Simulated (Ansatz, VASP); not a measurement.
## Two plane-wave programs on Sr

```
Sr
1.0
    -0.00631    0.01555   -4.12842
     3.37919   -5.81609    0.02873
   -10.12889   -5.81125    0.00955
Sr
6
Direct
  0.99965 0.00001 0.99936
  0.00011 0.49993 0.50062
  0.33319 0.50001 0.83360
  0.32822 0.00002 0.33311
  0.66763 0.99998 0.66631
  0.67120 0.50004 0.16700
```

Change from the starting cell: cell x2, atoms moved at random (sigma 0.15 Å) and cell strained at random (1.5 %), then relaxed without symmetry.

Alike in both runs: functional PBE; k mesh 6 × 4 × 2; occupations gaussian, width 0.2 eV; no spin polarisation.

Ansatz relaxed the structure, and its values are those at the end. VASP's run is a single point on that final structure, the one shown.

|  | VASP | Ansatz |
| --- | --- | --- |
| version | VASP 6.6.1 | Ansatz 0.2.0 |
| potentials or method | VASP PAW PBE potentials, release 64 (Sr_sv), cutoff 520 eV | scalar-relativistic, plane waves, PAW |
| valence electrons in the cell | 60 | 60 |

|  | VASP | Ansatz | Ansatz less VASP |
| --- | --- | --- | --- |
| gap on the k mesh at the Fermi level (eV) | none | none | - |
| pressure (GPa) | 0.0 | 0.0 | 0.00 |
| rms of the force components (eV/Å) | 0.005 | 0.005 | 0.0000 |

A gap of «none» marks a metal or a gap that the smearing closes.
